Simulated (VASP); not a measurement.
A run of VASP 6.6.1 is set up as follows.

Contents of INCAR:

```
PREC = Accurate
ENCUT = 600
EDIFF = 1E-6
ISMEAR = -1
SIGMA = 0.05
LREAL = False
LASPH = True
NELM = 120
ALGO = Normal
ISIF = 2
LWAVE = False
LCHARG = False
GGA = PE
NBANDS = 84
GGA_COMPAT = False
```

Contents of KPOINTS:

```
Automatic mesh
0
Gamma
  3 3 2
```

POSCAR

```
Ta3AsAu2O13
1.0
    5.7256637209     -0.0078061313     -0.0046299006
    1.3028166224      6.2571326345      0.0067230852
    0.2748740106      1.3028538390      8.3700884305
Ta As Au O
3 1 2 13
Direct
    0.2170452398      0.3052060937      0.5843613456
    0.0332671993      0.1110877307      0.9985213846
    0.5825381510      0.6215445464      0.5048469030
    0.5870538383      0.8968731054      0.8304500632
    0.5800467721      0.0922294014      0.1860672719
    0.0448675435      0.8208529248      0.4468840932
    0.6619629474      0.6974817184      0.7108025717
    0.5161864527      0.1341614624      0.6963116550
    0.8508526753      0.8877074394      0.9192839165
    0.3448413331      0.8699145118      0.9464648641
    0.7302152309      0.2922580959      0.0308296573
    0.2462753356      0.2179728288      0.1106177722
    0.1290976310      0.0939096681      0.4911588348
    0.4801448062      0.3890712799      0.4350953944
    0.0596499229      0.2667304872      0.7859562697
    0.9332231788      0.5325691494      0.4564680097
    0.4998233650      0.8515801768      0.3497002253
    0.2527158473      0.6298748335      0.6247000633
    0.9187225296      0.9518545460      0.2264797045
```

Potentials or basis: VASP PAW PBE potentials, release 64 (Ta_pv, As, Au, O).

The run is started by

```sh
$ cat potpaw_PBE.64/Ta_pv/POTCAR potpaw_PBE.64/As/POTCAR potpaw_PBE.64/Au/POTCAR potpaw_PBE.64/O/POTCAR > POTCAR
$ mpirun -np 1 vasp_std > vasp.out
```

(1) Predict the pressure.

(2) Predict the largest force.

(3) Estimate the band gap on the k mesh.

## Answers

(1) 0.7 GPa.

(2) 0.368 eV/Å.

(3) 1.29 eV (least direct gap 1.35 eV).

Caveat: spin-orbit coupling is left out, which moves the levels of the heavy elements.
